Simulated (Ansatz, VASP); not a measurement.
Sn in VASP and in Ansatz

The input INCAR:

```
SYSTEM = Sn
ALGO = Normal
EDIFF = 1E-6
ENCUT = 520
GGA = PS
ISIF = 2
ISMEAR = -1
LASPH = .True.
LCHARG = .False.
LREAL = .False.
LWAVE = .False.
NBANDS = 21
NELM = 100
PREC = Accurate
SIGMA = 0.05
```

The input KPOINTS:

```
k-points
0
Gamma
  11 11 11
  0 0 0
```

The input POSCAR:

```
Sn
1.0
    0.0000000000      3.1793446744      3.1793446744
    3.1793446744      0.0000000000      3.1793446744
    3.1793446744      3.1793446744      0.0000000000
Sn
2
Direct
    0.5000000000      0.5000000000      0.5000000000
    0.7500000000      0.7500000000      0.7500000000
```

Input for Ansatz:

```yaml
crystal:
  lattice:
    - [0.0, 3.1793446744, 3.1793446744]
    - [3.1793446744, 0.0, 3.1793446744]
    - [3.1793446744, 3.1793446744, 0.0]
  atoms:
    - { symbol: Sn, position: [0.5, 0.5, 0.5] }
    - { symbol: Sn, position: [0.75, 0.75, 0.75] }
kpoints:
  mp_grid: { grid: [11, 11, 11] }
  band_path:
    path:
      - [0.0, 0.0, 0.0]
      - [0.5, 0.0, 0.5]
      - [0.625, 0.25, 0.625]
      - [0.375, 0.375, 0.75]
      - [0.0, 0.0, 0.0]
      - [0.5, 0.5, 0.5]
      - [0.5, 0.25, 0.75]
      - [0.5, 0.0, 0.5]
    npoints: 5
scf:
  occupations: { method: fermi_dirac, width: 0.05 }
hamiltonian:
  xc: pbesol
  pseudopotentials: { kind: all_electron, lapw: { basis_error: 0.001 } }
output:
  forces: true
  stress: true
  eigenvalues: true
```

Change from the starting cell: volume scaled by 0.94.

Alike in both runs: task single point; functional PBEsol; k mesh 11 × 11 × 11; occupations fermi-dirac, width 0.05 eV; no spin polarisation.

|  | VASP | Ansatz |
| --- | --- | --- |
| version | VASP 6.6.1 | Ansatz 0.2.0 |
| potentials or method | VASP PAW PBE potentials, release 64 (Sn_d), cutoff 520 eV | all-electron LAPW, scalar-relativistic |

```tsv
	VASP	Ansatz	Ansatz less VASP
pressure (GPa)	4.2	4.3	+0.07
```

VASP's potentials were made for PBE, not for PBEsol. Ansatz ran all-electron here, and VASP with PAW potentials.
